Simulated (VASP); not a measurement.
# Hf (P6_3/mmc) in VASP: single point with PBEsol

Aim: the single point of Hf with PBEsol.

Everything below comes from runs of VASP 6.6.1. Logs are shortened: lines on timing, memory, paths and dates and some standing lists are left out, and cuts for length are marked.

### Step 1. The cell of the first run

It takes space group P6_3/mmc (No. 194, hexagonal). The conventional cell has a = 3.159 Å, b = 3.159 Å, c = 4.999 Å, α = 90.00°, β = 90.00°, γ = 120.00°. Within 4.1 Å of Hf (site symmetry -6m2) lie 12 Hf at 3.09 to 3.16 Å.

### Step 2. Single point, PBEsol

The input, INCAR:

```
ALGO = Normal
EDIFF = 1E-6
ENCUT = 520
GGA = PS
ISIF = 2
ISMEAR = -1
LASPH = True
LCHARG = False
LREAL = False
LWAVE = False
NBANDS = 28
NELM = 60
PREC = Accurate
SIGMA = 0.05
```

The input, KPOINTS:

```
k-points
0
Gamma
  10 7 6
```

The input, POSCAR:

```
Hf
1.0
   -1.5794328365      2.7356579199      0.0000000000
    0.0000000000      0.0000000000      4.9986711415
    4.7382985094      2.7356579199      0.0000000000
Hf
4
Direct
    0.5000000000      0.2500000000      0.1666666670
    0.0000000000      0.2500000000      0.6666666670
    0.0000000000      0.7500000000      0.3333333330
    0.5000000000      0.7500000000      0.8333333330
```

Potentials or basis: VASP PAW PBE potentials, release 64 (Hf_pv).

Run with:

```bash
cat potpaw_PBE.64/Hf_pv/POTCAR > POTCAR
mpirun -np 1 vasp_std > vasp.out
```

OUTCAR:

```text
EDIFF = 1E-6
   ENCUT = 520
   GGA = PS
   ISIF = 2
   ISMEAR = -1
   LASPH = True
   LREAL = False
   NELM = 60
   PREC = Accurate

 ion  position               nearest neighbor table
   1  0.500  0.250  0.167-   3 3.09   3 3.09   3 3.09   3 3.09   4 3.09   4 3.09   2 3.16   2 3.16
                             2 3.16   2 3.16
   2  0.000  0.250  0.667-   4 3.09   4 3.09   4 3.09   4 3.09   3 3.09   3 3.09   1 3.16   1 3.16
                             1 3.16   1 3.16
   3  0.000  0.750  0.333-   1 3.09   1 3.09   1 3.09   1 3.09   2 3.09   2 3.09   4 3.16   4 3.16
                             4 3.16   4 3.16
   4  0.500  0.750  0.833-   2 3.09   2 3.09   2 3.09   2 3.09   1 3.09   1 3.09   3 3.16   3 3.16
                             3 3.16   3 3.16

  LATTYP: Found a simple orthorhombic cell.
 ALAT       =     3.1588656729
 B/A-ratio  =     1.5824259905
 C/A-ratio  =     1.7320508076

  Lattice vectors:

 A1 = (  -1.5794328365,   2.7356579199,   0.0000000000)
 A2 = (   0.0000000000,   0.0000000000,   4.9986711415)
 A3 = (   4.7382985094,   2.7356579199,   0.0000000000)

Analysis of symmetry for initial positions (statically):
=====================================================================
 Subroutine PRICEL returns following result:

  LATTYP: Found a hexagonal cell.
 ALAT       =     3.1588656729
 C/A-ratio  =     1.5824259906

  Lattice vectors:

 A1 = (   1.5794328365,   2.7356579199,   0.0000000000)
 A2 = (  -3.1588656729,   0.0000000000,   0.0000000000)
 A3 = (   0.0000000000,   0.0000000000,   4.9986711415)

   2 primitive cells build up your supercell.

 Routine SETGRP: Setting up the symmetry group for a
 simple orthorhombic supercell.

 Subroutine GETGRP returns: Found  8 space group operations
 (whereof  4 operations were pure point group operations)
 out of a pool of  8 trial point group operations.

The static configuration has the point symmetry C_2h.
 The point group associated with its full space group is D_2h.

Analysis of symmetry for dynamics (positions and initial velocities):
=====================================================================
 Subroutine PRICEL returns following result:

  LATTYP: Found a hexagonal cell.
 ALAT       =     3.1588656729
 C/A-ratio  =     1.5824259906

  Lattice vectors:

 A1 = (   1.5794328365,   2.7356579199,   0.0000000000)
 A2 = (  -3.1588656729,   0.0000000000,   0.0000000000)
 A3 = (   0.0000000000,   0.0000000000,   4.9986711415)

   2 primitive cells build up your supercell.

 Routine SETGRP: Setting up the symmetry group for a
 simple orthorhombic supercell.

 Subroutine GETGRP returns: Found  8 space group operations
 (whereof  4 operations were pure point group operations)
 out of a pool of  8 trial point group operations.

The dynamic configuration has the point symmetry C_2h.
 The point group associated with its full space group is D_2h.

 Subroutine INISYM returns: Found  8 space group operations
 (whereof  4 operations are pure point group operations),
 and found     2 'primitive' translations

----------------------------------------------------------------------------------------

                                     Primitive cell

  volume of cell :      43.1964

  direct lattice vectors                    reciprocal lattice vectors
     1.579432836  2.735657920  0.000000000     0.000000000  0.365542780  0.000000000
    -3.158865673  0.000000000  0.000000000    -0.316569333  0.182771390  0.000000000
     0.000000000  0.000000000  4.998671142     0.000000000  0.000000000  0.200053168

  length of vectors
     3.158865673  3.158865673  4.998671142     0.365542780  0.365542780  0.200053168

  position of ions in fractional coordinates (direct lattice)
     0.666666667  0.333333333  0.250000000
     0.333333333  0.666666667  0.750000000

  ion indices of the primitive-cell ions
   primitive index   ion index
                 1           1
                 2           4

----------------------------------------------------------------------------------------

 KPOINTS: k-points

Automatic generation of k-mesh.
 Grid dimensions read from file:
 generate k-points for:   10    7    6

 Generating k-lattice:

  Cartesian coordinates                     Fractional coordinates (reciprocal lattice)
    -0.015828467  0.027415708  0.000000000     0.100000000  0.000000000  0.000000000
     0.000000000  0.000000000  0.028579024     0.000000000  0.142857143  0.000000000
     0.026380778  0.015230949  0.000000000     0.000000000  0.000000000  0.166666667

  Length of vectors
     0.031656933  0.028579024  0.030461898

  Shift w.r.t. Gamma in fractional coordinates (k-lattice)
     0.000000000  0.000000000  0.000000000

 Subroutine IBZKPT returns following result:
 ===========================================

 Found     96 irreducible k-points:

 Following reciprocal coordinates:
            Coordinates               Weight
  0.000000  0.000000  0.000000      1.000000
  0.100000  0.000000  0.000000      2.000000
  0.200000  0.000000  0.000000      2.000000
  0.300000  0.000000  0.000000      2.000000
  0.400000  0.000000  0.000000      2.000000
  0.500000  0.000000  0.000000      1.000000
[... 16 lines left out ...]
  0.400000  0.428571  0.000000      4.000000
  0.500000  0.428571  0.000000      2.000000
 [... further k-points ...]
   k-points           NKPTS =     96   k-points in BZ     NKDIM =     96   number of bands    NBANDS=     28
   number of dos      NEDOS =    301   number of ions     NIONS =      4
   total plane-waves  NPLWV =  40320
   dimension x,y,z NGX =    24 NGY =   40 NGZ =   42
   dimension x,y,z NGXF=    48 NGYF=   80 NGZF=   84
   ions per type =               4
   NGX,Y,Z   is equivalent  to a cutoff of  12.63, 13.30, 12.76 a.u.
   NGXF,Y,Z  is equivalent  to a cutoff of  25.26, 26.61, 25.52 a.u.
 SYSTEM =  unknown system
   PREC   = accura    normal or accurate (medium, high low for compatibility)
   ISTART =      0    job   : 0-new  1-cont  2-samecut
   ICHARG =      2    charge: 1-file 2-atom 10-const
   ISPIN  =      1    spin polarized calculation?
   LNONCOLLINEAR =      F non collinear calculations
   LSORBIT =      F    spin-orbit coupling
   LASPH  =      T    aspherical Exc in radial PAW
   ENCUT  =  520.0 eV  38.22 Ry    6.18 a.u.   5.87  9.29 10.17*2*pi/ulx,y,z
   NELM   =     60;   NELMIN=  2; NELMDL= -5     # of ELM steps
   EDIFF  = 0.1E-05   stopping-criterion for ELM
   LREAL  =      F    real-space projection
   EDIFFG = 0.1E-04   stopping-criterion for IOM
   NSW    =      0    number of steps for IOM
   IBRION =     -1    ionic relax: 0-MD 1-quasi-New 2-CG
   NFREE  =      0    steps in history (QN), initial steepest desc. (CG)
   ISIF   =      2    stress and relaxation
   ISYM   =      2    0-nonsym 1-usesym 2-fastsym
   POTIM  = 0.5000    time-step for ionic-motion
   TEBEG  =    0.0;   TEEND  =   0.0 temperature during run
   PSTRESS=    0.0 pullay stress
   NELECT =      40.0000    total number of electrons
   NUPDOWN=      -1.0000    fix difference up-down
   EMIN   =  10.00;   EMAX   =-10.00  energy-range for DOS
   EFERMI =   0.00;   METHOD = LEGACY
   ISMEAR =    -1;   SIGMA  =   0.05  broadening in eV -4-tet -1-fermi 0-gaus
   EFERMI_NEDOS =   21; number of points for ismear=-14 and -15
   IALGO  =     38    algorithm
   IMIX   =      4    mixing-type and parameters
     AMIX     =   0.40;   BMIX     =  1.00
     AMIX_MAG =   1.60;   BMIX_MAG =  1.00
  volume/ion in A,a.u.               =      21.60       145.75
  Fermi-wavevector in a.u.,A,eV,Ry     =   1.266492  2.393322 21.823759  1.604001
  Thomas-Fermi vector in A             =   2.399690
   LORBIT       =      0    0 simple, 1 ext, 2 COOP (PROOUT), +10 PAW based schemes
   GGA     = PS    functional components
   LHFCALC =     F    Hartree Fock is set to
   AEXX    =    0.0000 exact exchange contribution
   IVDW    =     0    specifies the selected vdW correction
   LEPSILON=     F    determine dielectric tensor
   LRPA    =     F    only Hartree local field effects (RPA)
 non-spin polarized calculation
  energy-cutoff  :      520.00
  volume of cell :       86.39
 maximum number of plane-waves:      2356
 NGX is ok and might be reduce to    24
   NGX = 11   NGY = 19   NGZ = 21

 number of electron      39.9999991 magnetization

 Free energy of the ion-electron system (eV)
  ---------------------------------------------------
  ext. energy  EPLUGINS =         0.00000000
  ---------------------------------------------------
  free energy    TOTEN  =       -42.02413514 eV

  energy without entropy =      -41.99879601  energy(sigma->0) =      -42.01146557

 E-fermi :   5.0066     XC(G=0): -11.5528

 val. band max:        5.0046934228   @ k =   0.0000   0.4286   0.0000
 cond. band min:       5.0162987398   @ k =   0.3000   0.2857   0.0000
 fundamental gap:      0.0116053169
 Fermi energy:         5.0065969204

 k-point     1 :       0.0000    0.0000    0.0000
  band No.  band energies     occupation
      1     -26.0040      2.00000
      2     -25.8095      2.00000
      3     -25.6427      2.00000
      4     -25.5889      2.00000
      5     -25.3600      2.00000
      6     -25.2715      2.00000
[... 20 lines left out ...]
     27       7.0399      0.00000
     28       7.6977      0.00000

 k-point     2 :       0.1000    0.0000    0.0000
  band No.  band energies     occupation
      1     -25.9821      2.00000
      2     -25.7915      2.00000
      3     -25.6259      2.00000
      4     -25.5716      2.00000
      5     -25.3937      2.00000
      6     -25.2848      2.00000
[... 20 lines left out ...]
     27       7.2611      0.00000
     28       7.3654      0.00000

 k-point     3 :       0.2000    0.0000    0.0000
  band No.  band energies     occupation
      1     -25.9195      2.00000
      2     -25.7434      2.00000
      3     -25.5807      2.00000
      4     -25.5223      2.00000
      5     -25.4748      2.00000
      6     -25.3250      2.00000
[... 616 lines left out ...]
      3     -25.7633      2.00000
      4     -25.7124      2.00000
      5     -25.5418      2.00000
      6     -25.4776      2.00000
[... 20 lines left out ...]
     27       7.6589      0.00000
     28       7.8673      0.00000

 k-point    24 :       0.5000    0.4286    0.0000
  band No.  band energies     occupation
      1     -25.7966      2.00000
      2     -25.7966      2.00000
      3     -25.7721      2.00000
      4     -25.7721      2.00000
      5     -25.4467      2.00000
      6     -25.4467      2.00000
[... 20 lines left out ...]
     27       7.6820      0.00000
     28       7.6820      0.00000

 [... further k-points ...]

------------------------ aborting loop because EDIFF is reached ----------------------------------------

  FORCE on cell =-STRESS in cart. coord.  units (eV):
  Direction    XX          YY          ZZ          XY          YZ          ZX
  --------------------------------------------------------------------------------------
  -------------------------------------------------------------------------------------
  Total       -0.1974887     -0.1446361     -0.3532953     -0.0457716      0.0000000      0.0000000
  in kB       -3.6624796     -2.6823158     -6.5519562     -0.8488468      0.0000000      0.0000000
  external PRESSURE =      -4.2989172 kB  Pullay stress =       0.0000000 kB

 VOLUME and BASIS-vectors are now :
 -----------------------------------------------------------------------------
  energy-cutoff  :      520.00
  volume of cell :       86.39
      direct lattice vectors                 reciprocal lattice vectors
    -1.579432837  2.735657920  0.000000000    -0.158284667  0.274157085  0.000000000
     0.000000000  0.000000000  4.998671142     0.000000000  0.000000000  0.200053168
     4.738298509  2.735657920  0.000000000     0.158284667  0.091385695  0.000000000

 POSITION                                       TOTAL-FORCE (eV/Angst)
 -----------------------------------------------------------------------------------
      0.00000      1.82377      1.24967        -0.003139     -0.001812     -0.000000
      3.15887      1.82377      1.24967        -0.003139     -0.001812      0.000000
      1.57943      0.91189      3.74900         0.003139      0.001812     -0.000000
      3.15887      3.64754      3.74900         0.003139      0.001812      0.000000
 -----------------------------------------------------------------------------------
    total drift:                                0.000000      0.000000     -0.000000

  FREE ENERGIE OF THE ION-ELECTRON SYSTEM (eV)
  ---------------------------------------------------
  free  energy   TOTEN  =       -42.0241351363 eV

  energy  without entropy=      -41.9987960096  energy(sigma->0) =      -42.01146557
```

Run time: 2.1 min. Hardware: 1 thread of Intel Xeon 6975P-C, shared host; peak memory 0.31 GiB.

Results:

```yaml
Free_energy: -42.0241 eV
Pressure: -0.4 GPa
Largest_force: 0.004 eV/Å
Band_gap_on_the_k_mesh: zero (band 20 reaches 5.93 eV, above the bottom of band 21 at 4.68 eV)
```

Forces on the atoms (eV/Å):
```
Hf  -0.003 -0.002  0.000
Hf  -0.003 -0.002  0.000
Hf   0.003  0.002  0.000
Hf   0.003  0.002  0.000
```

Caveat: the PAW data sets were made with another functional, which shifts forces and pressure a little; spin-orbit coupling is left out, which moves the levels of the heavy elements.
